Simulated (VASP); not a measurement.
# SiW4 (Im-3m) in VASP: further runs

The runs below take SiW4 through single point, relaxation of cell and atoms, with PBE.

Everything below comes from runs of VASP 6.6.1. Logs are shortened: lines on timing, memory, paths and dates and some standing lists are left out, and cuts for length are marked.

### Step 1. The cell of the first run

Symmetry: Im-3m, No. 229, cubic system. The conventional cell has a = 5.653 Å, b = 5.653 Å, c = 5.653 Å, α = 90.00°, β = 90.00°, γ = 90.00°. Within 3.2 Å of Si (site symmetry m-3m) lie 8 W at 2.45 Å. W (site symmetry -3m) has 2 Si at 2.45 Å and 6 W at 2.83 Å within 3.2 Å.

### Step 2. Single point, PBE

The input, INCAR:

```
SYSTEM = SiW4
  ALGO = Fast
  EDIFF = 1E-6
  ENCUT = 520
  GGA = PE
  ISIF = 2
  ISMEAR = 0
  LASPH = .True.
  LCHARG = .False.
  LREAL = .False.
  LWAVE = .False.
  NBANDS = 38
  NELM = 100
  PREC = Accurate
  SIGMA = 0.1
```

The input, KPOINTS:

```
k-points
0
Gamma
  10 10 10
  0 0 0
```

The input, POSCAR:

```
SiW4
1.0
   -2.8264226052      2.8264226052      2.8264226052
    2.8264226052     -2.8264226052      2.8264226052
    2.8264226052      2.8264226052     -2.8264226052
Si W
1 4
Direct
    0.0000000000      0.0000000000      0.0000000000
    0.5000000000      0.5000000000      0.5000000000
    0.5000000000      0.0000000000      0.0000000000
    0.0000000000      0.0000000000      0.5000000000
    0.0000000000      0.5000000000      0.0000000000
```

Potentials or basis: VASP PAW PBE potentials, release 64 (Si, W_sv).

On the command line:

```console
> cat potpaw_PBE.64/Si/POTCAR potpaw_PBE.64/W_sv/POTCAR > POTCAR
> mpirun -np 1 vasp_std > vasp.out
```

OUTCAR:

```text
SYSTEM = SiW4
   EDIFF = 1E-6
   ENCUT = 520
   GGA = PE
   ISIF = 2
   ISMEAR = 0
   LASPH = .True.
   LREAL = .False.
   NELM = 100
   PREC = Accurate

 ion  position               nearest neighbor table
   1  0.000  0.000  0.000-   2 2.45   3 2.45   4 2.45   5 2.45   4 2.45   5 2.45   3 2.45   2 2.45

   2  0.500  0.500  0.500-   1 2.45   1 2.45   4 2.83   5 2.83   3 2.83   5 2.83   4 2.83   3 2.83

   3  0.500  0.000  0.000-   1 2.45   1 2.45   4 2.83   5 2.83   2 2.83   2 2.83   4 2.83   5 2.83

   4  0.000  0.000  0.500-   1 2.45   1 2.45   3 2.83   5 2.83   2 2.83   5 2.83   3 2.83   2 2.83

   5  0.000  0.500  0.000-   1 2.45   1 2.45   3 2.83   4 2.83   2 2.83   4 2.83   2 2.83   3 2.83

  LATTYP: Found a body centered cubic cell.
 ALAT       =     5.6528452104

  Lattice vectors:

 A1 = (  -2.8264226052,   2.8264226052,   2.8264226052)
 A2 = (   2.8264226052,  -2.8264226052,   2.8264226052)
 A3 = (   2.8264226052,   2.8264226052,  -2.8264226052)

Analysis of symmetry for initial positions (statically):
=====================================================================
 Subroutine PRICEL returns:
 Original cell was already a primitive cell.

 Routine SETGRP: Setting up the symmetry group for a
 body centered cubic supercell.

 Subroutine GETGRP returns: Found 48 space group operations
 (whereof 48 operations were pure point group operations)
 out of a pool of 48 trial point group operations.

The static configuration has the point symmetry O_h .

Analysis of symmetry for dynamics (positions and initial velocities):
=====================================================================
 Subroutine PRICEL returns:
 Original cell was already a primitive cell.

 Routine SETGRP: Setting up the symmetry group for a
 body centered cubic supercell.

 Subroutine GETGRP returns: Found 48 space group operations
 (whereof 48 operations were pure point group operations)
 out of a pool of 48 trial point group operations.

The dynamic configuration has the point symmetry O_h .

 Subroutine INISYM returns: Found 48 space group operations
 (whereof 48 operations are pure point group operations),
 and found     1 'primitive' translations

----------------------------------------------------------------------------------------

                                     Primitive cell

  volume of cell :      90.3174

  direct lattice vectors                    reciprocal lattice vectors
    -2.826422605  2.826422605  2.826422605     0.000000000  0.176902067  0.176902067
     2.826422605 -2.826422605  2.826422605     0.176902067  0.000000000  0.176902067
     2.826422605  2.826422605 -2.826422605     0.176902067  0.176902067  0.000000000

  length of vectors
     4.895507556  4.895507556  4.895507556     0.250177302  0.250177302  0.250177302

  position of ions in fractional coordinates (direct lattice)
     0.000000000  0.000000000  0.000000000
     0.500000000  0.500000000  0.500000000
     0.500000000  0.000000000  0.000000000
     0.000000000  0.000000000  0.500000000
     0.000000000  0.500000000  0.000000000

  ion indices of the primitive-cell ions
   primitive index   ion index
                 1           1
                 2           2
                 3           3
                 4           4
                 5           5

----------------------------------------------------------------------------------------

 KPOINTS: k-points

Automatic generation of k-mesh.
 Grid dimensions read from file:
 generate k-points for:   10   10   10

 Generating k-lattice:

  Cartesian coordinates                     Fractional coordinates (reciprocal lattice)
     0.000000000  0.017690207  0.017690207     0.100000000  0.000000000  0.000000000
     0.017690207  0.000000000  0.017690207     0.000000000  0.100000000  0.000000000
     0.017690207  0.017690207  0.000000000     0.000000000  0.000000000  0.100000000

  Length of vectors
     0.025017730  0.025017730  0.025017730

  Shift w.r.t. Gamma in fractional coordinates (k-lattice)
     0.000000000  0.000000000  0.000000000

 Subroutine IBZKPT returns following result:
 ===========================================

 Found     47 irreducible k-points:

 Following reciprocal coordinates:
            Coordinates               Weight
  0.000000  0.000000  0.000000      1.000000
  0.100000  0.000000  0.000000     12.000000
  0.200000  0.000000  0.000000     12.000000
  0.300000  0.000000  0.000000     12.000000
  0.400000  0.000000  0.000000     12.000000
  0.500000  0.000000  0.000000      6.000000
[... 16 lines left out ...]
  0.300000  0.300000  0.100000      8.000000
 -0.300000  0.300000  0.100000     24.000000
 [... further k-points ...]
   k-points           NKPTS =     47   k-points in BZ     NKDIM =     47   number of bands    NBANDS=     38
   number of dos      NEDOS =    301   number of ions     NIONS =      5
   total plane-waves  NPLWV =  46656
   dimension x,y,z NGX =    36 NGY =   36 NGZ =   36
   dimension x,y,z NGXF=    72 NGYF=   72 NGZF=   72
   ions per type =               1   4
   NGX,Y,Z   is equivalent  to a cutoff of  12.23, 12.23, 12.23 a.u.
   NGXF,Y,Z  is equivalent  to a cutoff of  24.45, 24.45, 24.45 a.u.
 SYSTEM =  SiW4
   PREC   = accura    normal or accurate (medium, high low for compatibility)
   ISTART =      0    job   : 0-new  1-cont  2-samecut
   ICHARG =      2    charge: 1-file 2-atom 10-const
   ISPIN  =      1    spin polarized calculation?
   LNONCOLLINEAR =      F non collinear calculations
   LSORBIT =      F    spin-orbit coupling
   LASPH  =      T    aspherical Exc in radial PAW
   ENCUT  =  520.0 eV  38.22 Ry    6.18 a.u.   9.10  9.10  9.10*2*pi/ulx,y,z
   NELM   =    100;   NELMIN=  2; NELMDL= -5     # of ELM steps
   EDIFF  = 0.1E-05   stopping-criterion for ELM
   LREAL  =      F    real-space projection
   EDIFFG = 0.1E-04   stopping-criterion for IOM
   NSW    =      0    number of steps for IOM
   IBRION =     -1    ionic relax: 0-MD 1-quasi-New 2-CG
   NFREE  =      0    steps in history (QN), initial steepest desc. (CG)
   ISIF   =      2    stress and relaxation
   ISYM   =      2    0-nonsym 1-usesym 2-fastsym
   POTIM  = 0.5000    time-step for ionic-motion
   TEBEG  =    0.0;   TEEND  =   0.0 temperature during run
   PSTRESS=    0.0 pullay stress
   NELECT =      60.0000    total number of electrons
   NUPDOWN=      -1.0000    fix difference up-down
   EMIN   =  10.00;   EMAX   =-10.00  energy-range for DOS
   EFERMI =   0.00;   METHOD = LEGACY
   ISMEAR =     0;   SIGMA  =   0.10  broadening in eV -4-tet -1-fermi 0-gaus
   EFERMI_NEDOS =   21; number of points for ismear=-14 and -15
   IALGO  =     68    algorithm
   IMIX   =      4    mixing-type and parameters
     AMIX     =   0.40;   BMIX     =  1.00
     AMIX_MAG =   1.60;   BMIX_MAG =  1.00
  volume/ion in A,a.u.               =      18.06       121.90
  Fermi-wavevector in a.u.,A,eV,Ry     =   1.428460  2.699398 27.762669  2.040499
  Thomas-Fermi vector in A             =   2.548520
   LORBIT       =      0    0 simple, 1 ext, 2 COOP (PROOUT), +10 PAW based schemes
   GGA     = PE    functional components
   LHFCALC =     F    Hartree Fock is set to
   AEXX    =    0.0000 exact exchange contribution
   IVDW    =     0    specifies the selected vdW correction
   LEPSILON=     F    determine dielectric tensor
   LRPA    =     F    only Hartree local field effects (RPA)
 non-spin polarized calculation
 RMM-DIIS sequential band-by-band and
 Gauss-broadening in eV      SIGMA  =   0.10
  energy-cutoff  :      520.00
  volume of cell :       90.32
 maximum number of plane-waves:      2491
   NGX = 19   NGY = 19   NGZ = 19

 number of electron      60.0000018 magnetization

 Free energy of the ion-electron system (eV)
  ---------------------------------------------------
  ext. energy  EPLUGINS =         0.00000000
  ---------------------------------------------------
  free energy    TOTEN  =       -51.07719718 eV

  energy without entropy =      -51.05924585  energy(sigma->0) =      -51.06822151

 E-fermi :   8.8959     XC(G=0): -12.2106

 val. band max:        8.8927336839   @ k =   0.5000   0.5000   0.1000
 cond. band min:       8.9065115619   @ k =   0.2000   0.2000   0.0000
 fundamental gap:      0.0137778780
 Fermi energy:         8.8959172352

 k-point     1 :       0.0000    0.0000    0.0000
  band No.  band energies     occupation
      1     -65.2347      2.00000
      2     -65.1548      2.00000
      3     -65.1548      2.00000
      4     -65.1548      2.00000
      5     -29.7505      2.00000
      6     -29.7505      2.00000
[... 30 lines left out ...]
     37      12.5600      0.00000
     38      12.5623      0.00000

 k-point     2 :       0.1000    0.0000    0.0000
  band No.  band energies     occupation
      1     -65.2327      2.00000
      2     -65.1567      2.00000
      3     -65.1547      2.00000
      4     -65.1547      2.00000
      5     -29.7453      2.00000
      6     -29.7443      2.00000
[... 30 lines left out ...]
     37      12.0976      0.00000
     38      12.3184      0.00000

 k-point     3 :       0.2000    0.0000    0.0000
  band No.  band energies     occupation
      1     -65.2270      2.00000
      2     -65.1623      2.00000
      3     -65.1548      2.00000
      4     -65.1548      2.00000
      5     -29.7361      2.00000
      6     -29.7337      2.00000
[... 30 lines left out ...]
     37      11.9509      0.00000
     38      12.0025      0.00000

 k-point     4 :       0.3000    0.0000    0.0000
  band No.  band energies     occupation
      1     -65.2181      2.00000
      2     -65.1711      2.00000
      3     -65.1549      2.00000
      4     -65.1549      2.00000
      5     -29.7309      2.00000
      6     -29.7280      2.00000
[... 30 lines left out ...]
     37      11.7843      0.00000
     38      11.9589      0.00000
[... 703 lines left out ...]
      4     -65.1477      2.00000
      5     -29.7636      2.00000
      6     -29.7120      2.00000
[... 30 lines left out ...]
     37      11.9291      0.00000
     38      12.2101      0.00000

 k-point    23 :       0.3000    0.3000    0.1000
  band No.  band energies     occupation
      1     -65.1810      2.00000
      2     -65.1809      2.00000
      3     -65.1809      2.00000
      4     -65.1565      2.00000
      5     -29.5792      2.00000
      6     -29.4992      2.00000
[... 30 lines left out ...]
     37       9.9250      0.00000
     38      10.3381      0.00000

 k-point    24 :      -0.3000    0.3000    0.1000
  band No.  band energies     occupation
      1     -65.2169      2.00000
      2     -65.1722      2.00000
      3     -65.1647      2.00000
      4     -65.1451      2.00000
      5     -29.7604      2.00000
      6     -29.7041      2.00000
[... 30 lines left out ...]
     37      11.5574      0.00000
     38      11.5916      0.00000

 [... further k-points ...]
[... 5 lines left out ...]
  --------------------------------------------------------------------------------------
  -------------------------------------------------------------------------------------
  Total        0.1057986      0.1057986      0.1057986      0.0000000     -0.0000000      0.0000000
  in kB        1.8768059      1.8768059      1.8768059      0.0000000     -0.0000000      0.0000000
  external PRESSURE =       1.8768059 kB  Pullay stress =       0.0000000 kB

 VOLUME and BASIS-vectors are now :
 -----------------------------------------------------------------------------
  energy-cutoff  :      520.00
  volume of cell :       90.32
      direct lattice vectors                 reciprocal lattice vectors
    -2.826422605  2.826422605  2.826422605     0.000000000  0.176902067  0.176902067
     2.826422605 -2.826422605  2.826422605     0.176902067  0.000000000  0.176902067
     2.826422605  2.826422605 -2.826422605     0.176902067  0.176902067  0.000000000

 POSITION                                       TOTAL-FORCE (eV/Angst)
 -----------------------------------------------------------------------------------
      0.00000      0.00000      0.00000        -0.000000      0.000000     -0.000000
      1.41321      1.41321      1.41321        -0.000000      0.000000      0.000000
     -1.41321      1.41321      1.41321         0.000000     -0.000000     -0.000000
      1.41321      1.41321     -1.41321        -0.000000      0.000000     -0.000000
      1.41321     -1.41321      1.41321         0.000000     -0.000000     -0.000000
 -----------------------------------------------------------------------------------
    total drift:                               -0.000000     -0.000000      0.000000

  FREE ENERGIE OF THE ION-ELECTRON SYSTEM (eV)
  ---------------------------------------------------
  free  energy   TOTEN  =       -51.0771971799 eV

  energy  without entropy=      -51.0592458486  energy(sigma->0) =      -51.06822151
```

Wall time 68 s (1 thread of Intel Xeon 6975P-C (Granite Rapids), shared host); peak memory 0.28 GiB.

Results:

| Property | Result |
| --- | --- |
| Free energy | -51.0772 eV |
| Pressure | 0.2 GPa |
| Band gap on the k mesh | zero (band 30 reaches 9.49 eV, above the bottom of band 31 at 8.33 eV) |

Caveat: spin-orbit coupling is left out, which moves the levels of the heavy elements.

### Step 3. Relaxation of cell and atoms, PBE

The input, INCAR:

```
SYSTEM = SiW4
PREC = Accurate ; ENCUT = 600
EDIFF = 1E-7 ; ISMEAR = 0
SIGMA = 0.1 ; LREAL = .FALSE.
LASPH = .TRUE. ; NELM = 80
ALGO = Fast ; ISIF = 3
LWAVE = .FALSE. ; LCHARG = .FALSE.
GGA = PE ; IBRION = 2
NSW = 100 ; EDIFFG = -0.01
```

The input, KPOINTS:

```
regular mesh
0
G
  10 10 10
  0 0 0
```

POSCAR: that of step 2 with these lines changed.

```diff
@@ -2,5 +2,5 @@
 1.0
-   -2.8264226052      2.8264226052      2.8264226052
-    2.8264226052     -2.8264226052      2.8264226052
-    2.8264226052      2.8264226052     -2.8264226052
+   -2.8277066286      2.8277066286      2.8277066286
+    2.8277066286     -2.8277066286      2.8277066286
+    2.8277066286      2.8277066286     -2.8277066286
 Si W
```

Potentials or basis: VASP PAW PBE potentials, release 64 (Si, W_sv).

On the command line:

```console
> cat potpaw_PBE.64/Si/POTCAR potpaw_PBE.64/W_sv/POTCAR > POTCAR
> mpirun -np 1 vasp_std > vasp.out
```

OUTCAR:

```text
SYSTEM = SiW4
   PREC = Accurate
   ENCUT = 600
   EDIFF = 1E-7
   ISMEAR = 0
   LREAL = .FALSE.
   LASPH = .TRUE.
   NELM = 80
   ISIF = 3
   GGA = PE
   IBRION = 2
   NSW = 100
   EDIFFG = -0.01

 ion  position               nearest neighbor table
   1  0.000  0.000  0.000-   2 2.45   3 2.45   4 2.45   5 2.45   4 2.45   5 2.45   3 2.45   2 2.45

[... 1148 lines left out ...]
  --------------------------------------------------------------------------------------
  -------------------------------------------------------------------------------------
  Total       -0.0278272     -0.0278272     -0.0278272      0.0000000      0.0000000     -0.0000000
  in kB       -0.4929653     -0.4929653     -0.4929653      0.0000000      0.0000000     -0.0000000
  external PRESSURE =      -0.4929653 kB  Pullay stress =       0.0000000 kB

 VOLUME and BASIS-vectors are now :
 -----------------------------------------------------------------------------
  energy-cutoff  :      600.00
  volume of cell :       90.44
      direct lattice vectors                 reciprocal lattice vectors
    -2.827706629  2.827706629  2.827706629     0.000000000  0.176821738  0.176821738
     2.827706629 -2.827706629  2.827706629     0.176821738  0.000000000  0.176821738
     2.827706629  2.827706629 -2.827706629     0.176821738  0.176821738  0.000000000

 POSITION                                       TOTAL-FORCE (eV/Angst)
 -----------------------------------------------------------------------------------
      0.00000      0.00000      0.00000        -0.000000     -0.000000     -0.000000
      1.41385      1.41385      1.41385        -0.000000     -0.000000      0.000000
     -1.41385      1.41385      1.41385         0.000000     -0.000000      0.000000
      1.41385      1.41385     -1.41385        -0.000000     -0.000000     -0.000000
      1.41385     -1.41385      1.41385         0.000000      0.000000      0.000000
 -----------------------------------------------------------------------------------
    total drift:                                0.000000     -0.000000      0.000000

  FREE ENERGIE OF THE ION-ELECTRON SYSTEM (eV)
  ---------------------------------------------------
  free  energy   TOTEN  =       -51.0775704150 eV

  energy  without entropy=      -51.0595577810  energy(sigma->0) =      -51.06856410

 reached required accuracy - stopping structural energy minimisation
```

OSZICAR:

```text
N       E                     dE             d eps       ncg     rms          rms(c)
DAV:   1     0.800384099154E+03    0.80038E+03   -0.38521E+04  3392   0.203E+03
DAV:   2    -0.818675607973E+01   -0.80857E+03   -0.79564E+03  3544   0.611E+02
DAV:   3    -0.532509172274E+02   -0.45064E+02   -0.42802E+02  4208   0.130E+02
[... 17 lines left out ...]
RMM:  21    -0.510775695717E+02   -0.71410E-06   -0.72755E-06  2006   0.139E-03    0.791E-04
RMM:  22    -0.510775699602E+02   -0.38847E-06   -0.40840E-06  2024   0.113E-03    0.498E-04
RMM:  23    -0.510775701969E+02   -0.23669E-06   -0.24639E-06  1532   0.802E-04    0.476E-04
RMM:  24    -0.510775703277E+02   -0.13083E-06   -0.14250E-06  1447   0.696E-04    0.382E-04
RMM:  25    -0.510775704150E+02   -0.87255E-07   -0.94204E-07  1774   0.738E-04
   1 F= -.51077570E+02 E0= -.51068564E+02  d E =-.510776E+02
```

It took 2 min on 1 thread of Intel Xeon 6975P-C (Granite Rapids), shared host; peak memory 0.33 GiB.

What came out:

* Free energy: -51.0776 eV
* Pressure after relaxing: 0.0 GPa
* Band gap on the k mesh: zero (band 30 reaches 9.47 eV, above the bottom of band 31 at 8.31 eV)

Final structure:
```yaml
crystal:
  lattice:
    - [-2.82771, 2.82771, 2.82771]
    - [2.82771, -2.82771, 2.82771]
    - [2.82771, 2.82771, -2.82771]
  atoms:
    - { symbol: Si, position: [0.00000, 0.00000, 0.00000] }
    - { symbol: W, position: [0.50000, 0.50000, 0.50000] }
    - { symbol: W, position: [0.50000, 0.00000, 0.00000] }
    - { symbol: W, position: [0.00000, 0.00000, 0.50000] }
    - { symbol: W, position: [0.00000, 0.50000, 0.00000] }
```

Caveat: the relaxation stopped at its first step, so nothing moved; spin-orbit coupling is left out, which moves the levels of the heavy elements.
